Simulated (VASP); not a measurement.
# Al2BN3: single point with PBE

Crystal: Al2BN3.

```
Al B N
1.0
     3.32599    0.00000    0.00000
     0.00000    3.32599    0.00000
     0.00000    0.00000    6.18601
Al B N
2 1 3
Direct
  0.50000 0.50000 0.19957
  0.50000 0.50000 0.80043
  0.00000 0.00000 0.00000
  0.50000 0.50000 0.50000
  0.50000 0.00000 0.50000
  0.00000 0.50000 0.50000
```

The cell was generated, and may not be a known phase.

- Program: VASP 6.6.1
- Task: single point
- Functional: PBE
- Potentials or basis: VASP PAW PBE potentials, release 64 (Al, B, N)
- Cutoff: 520 eV
- k mesh: 6 × 6 × 4
- Occupations: gaussian, width 0.1 eV
- Spin: no spin polarisation
- Dipole correction: no
- Further INCAR settings: ALGO = Normal; EDIFF = 1e-07; NBANDS = 21

The pressure is -0.3 GPa and the largest force is 0.027 eV/Å. The band gap on the k mesh is zero (bands 12 and 13 overlap by 1.77 eV).

Forces on the atoms (eV/Å):
```
Al   0.000  0.000  0.027
Al   0.000  0.000 -0.027
B    0.000  0.000  0.000
N    0.000  0.000  0.000
N    0.000  0.000  0.000
N    0.000  0.000  0.000
```

Stress tensor (GPa, compression positive):
```
-0.45  0.00  0.00
 0.00 -0.45  0.00
 0.00  0.00 -0.08
```

Levels at points of the mesh, in eV from the Fermi level:
```tsv
k point	band 10	band 11	band 12	band 13	band 14	band 15
(0.00, 0.00, 0.00)	0.09	0.09	0.85	0.85	1.07	2.21
(0.50, 0.00, 0.00)	-1.33	-0.35	0.41	1.75	2.20	2.24
(0.50, 0.50, 0.00)	-3.32	-3.08	0.11	0.46	1.66	1.66
(0.00, 0.00, 0.50)	0.16	0.16	0.24	0.67	0.67	2.58
(0.50, 0.00, 0.50)	-1.44	-0.81	-0.26	-0.02	1.88	2.21
(0.50, 0.50, 0.50)	-1.74	-1.74	0.11	0.98	1.61	1.61
```

Wall time 29 s on 1 thread of AMD EPYC 9R45 96-Core Processor (Zen 5) (shared host), peak memory 0.17 GiB.
